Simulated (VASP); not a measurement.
Here is a VASP 6.6.1 calculation.

Contents of INCAR:

```
SYSTEM = ZrB
  PREC = Accurate
  ENCUT = 600
  EDIFF = 1E-6
  ISMEAR = -1
  SIGMA = 0.05
  LREAL = .FALSE.
  LASPH = .TRUE.
  NELM = 80
  ALGO = Normal
  ISIF = 3
  LWAVE = .FALSE.
  LCHARG = .FALSE.
  GGA = B5
  ALDAX = 1.0
  AGGAX = 1.0
  AGGAC = 1.0
  ALDAC = 0.0
  IVDW = 13
  VDW_S6 = 1.0
  VDW_S8 = 2.34076671
  VDW_A1 = 0.44488865
  VDW_A2 = 4.0933009
  IBRION = 2
  NSW = 60
  EDIFFG = -0.01
```

KPOINTS

```
regular mesh
0
G
  10 10 10
  0 0 0
```

POSCAR

```
ZrB
1.0
    0.0000000000      2.3250000000      2.3250000000
    2.3250000000      0.0000000000      2.3250000000
    2.3250000000      2.3250000000      0.0000000000
Zr B
1 1
Direct
    0.0000000000      0.0000000000      0.0000000000
    0.5000000000      0.5000000000      0.5000000000
```

Potentials or basis: VASP PAW PBE potentials, release 64 (Zr_sv, B).

Command:

```sh
$ cat potpaw_PBE.64/Zr_sv/POTCAR potpaw_PBE.64/B/POTCAR > POTCAR
$ mpirun -np 1 vasp_std > vasp.out
```

Estimate the dispersion energy per atom.

-0.500 eV.

Predict the relaxed cell.

a = 3.464 Å, b = 3.464 Å, c = 3.464 Å, α = 60.00°, β = 60.00°, γ = 60.00°.

Final structure:
```cif
data_structure
_symmetry_space_group_name_H-M 'P 1'
_symmetry_Int_Tables_number 1
_cell_length_a 3.4635
_cell_length_b 3.4635
_cell_length_c 3.4635
_cell_angle_alpha 60.000
_cell_angle_beta 60.000
_cell_angle_gamma 60.000
_cell_volume 29.38
loop_
_atom_site_label
_atom_site_type_symbol
_atom_site_fract_x
_atom_site_fract_y
_atom_site_fract_z
_atom_site_occupancy
Zr1 Zr 0.00000 0.00000 0.00000 1
B1 B 0.50000 0.50000 0.50000 1
```

 Zero-point motion and thermal expansion aren't in these numbers.
